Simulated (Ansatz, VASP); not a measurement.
# CsSnI3 in VASP and in Ansatz

```
CELL_PARAMETERS angstrom
6.20570 0.00000 0.00000
0.00000 6.20570 0.00000
0.00000 0.00000 6.20570
ATOMIC_POSITIONS crystal
Cs 0.98861 0.98861 0.98389
Sn 0.50000 0.50000 0.50000
I 0.00000 0.50000 0.50000
I 0.50000 0.00000 0.50000
I 0.50000 0.50000 0.00000
```

Alike in both runs: task single point; functional PBEsol; k mesh 6 × 6 × 6; occupations gaussian, width 0.03 eV; no spin polarisation.

```csv
,VASP,Ansatz
version,VASP 6.6.1,Ansatz 0.2.0
potentials or method,"VASP PAW PBE potentials, release 64 (Cs_sv, Sn_d, I), cutoff 520 eV","scalar-relativistic, plane waves, PAW"
valence electrons in the cell,44,74
```

|  | VASP | Ansatz | Ansatz less VASP |
| --- | --- | --- | --- |
| gap on the k mesh at the Fermi level (eV) | 0.26 | 0.27 | +0.009 |
| least direct gap on the mesh (eV) | 0.26 | 0.27 | +0.009 |
| pressure (GPa) | -0.5 | -0.6 | -0.01 |
| rms of the force components (eV/Å) | 0.004 | 0.005 | +0.0002 |

VASP's potentials were made for PBE, not for PBEsol. Atom by atom the forces differ by 0.000 eV/Å (rms over components). VASP's potentials hold 44 valence electrons a cell and Ansatz's 74, so a difference there can come from the potentials and not from the codes.

Spin-orbit coupling is off throughout.
